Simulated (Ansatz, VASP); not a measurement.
## One calculation of Bi, two programs

```xyz
1
Lattice="0.0000 2.5159 2.5159 2.5159 0.0000 2.5159 2.5159 2.5159 0.0000" Properties=species:S:1:pos:R:3 pbc="T T T"
Bi    0.0000    0.0000    0.0000
```

Alike in both runs: functional PBE; k mesh 11 × 11 × 11; occupations fermi-dirac, width 0.1 eV; no spin polarisation.

Ansatz relaxed the structure, and its values are those at the end. VASP's run is a single point on that final structure, the one shown.

|  | VASP | Ansatz |
| --- | --- | --- |
| version | VASP 6.6.1 | Ansatz 0.2.0 |
| potentials or method | VASP PAW PBE potentials, release 64 (Bi_d), cutoff 520 eV | plane waves (420 eV) with PAW, scalar-relativistic |
| valence electrons in the cell | 15 | 15 |

```csv
,VASP,Ansatz,Ansatz less VASP
pressure (GPa),0.0,0.0,+0.06
```

Spin-orbit coupling is off throughout.
